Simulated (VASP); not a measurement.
HfGa2Te3:

```xyz
6
Lattice="4.0885 0.0000 0.0000 0.0000 4.0885 0.0000 0.0000 0.0000 8.9229" Properties=species:S:1:pos:R:3 pbc="T T T"
Hf    2.0443    2.0443    0.0000
Ga    2.0443    0.0000    6.5956
Ga    0.0000    2.0443    2.3273
Te    2.0443    0.0000    3.4110
Te    0.0000    2.0443    5.5118
Te    0.0000    0.0000    0.0000
```

The cell was generated, and may not be a known phase.

| Quantity | Value |
| --- | --- |
| Program | VASP 6.6.1 |
| Task | relaxation of cell and atoms |
| Functional | PBE |
| Potentials or basis | VASP PAW PBE potentials, release 64 (Hf_pv, Ga_d, Te) |
| Cutoff | 600 eV |
| k mesh | 4 × 4 × 2 |
| Occupations | gaussian, width 0.1 eV |
| Spin | no spin polarisation |

At the start: pressure 0.7 GPa; volume 24.86 Å³/atom.

Question: How do energy, volume and symmetry change on relaxing?

Answer: Over 15 steps the energy falls by 76.9 meV/atom and the volume is 25.33 Å³/atom (+1.9 %); space group P-4m2 (No. 115, to 0.1 Å) before and after.

The path:
```tsv
step	energy change (eV)	largest force (eV/Å)	pressure (GPa)	volume (Å³)
1	0.0000	0.8112	0.65	149.16
2	-0.1362	0.6359	-0.18	151.33
3	-0.3117	0.4152	-1.57	156.08
4	-0.2728	0.1784	-2.38	165.38
5	-0.3594	0.3115	-2.27	159.71
6	-0.3993	0.1132	0.92	152.55
7	-0.4106	0.1823	-0.15	154.75
8	-0.4331	0.1394	-0.07	153.55
9	-0.4513	0.0944	0.21	151.59
10	-0.4541	0.0794	0.39	150.59
11	-0.4541	0.0766	0.44	150.33
12	-0.4559	0.0834	-0.40	152.37
13	-0.4567	0.0811	-0.12	151.63
14	-0.4591	0.0614	-0.14	151.75
15	-0.4612	0.0293	-0.06	151.95
```

Final structure:
```
CELL_PARAMETERS angstrom
4.05294 0.00000 0.00000
0.00000 4.05294 0.00000
0.00000 0.00000 9.25045
ATOMIC_POSITIONS crystal
Hf 0.50000 0.50000 0.00000
Ga 0.50000 0.00000 0.71023
Ga 0.00000 0.50000 0.28977
Te 0.50000 0.00000 0.35049
Te 0.00000 0.50000 0.64951
Te 0.00000 0.00000 0.00000
```

Caveat: the k points lie up to 0.39 Å⁻¹ apart in the final cell, too coarse for converged energies and pressures of a metal.
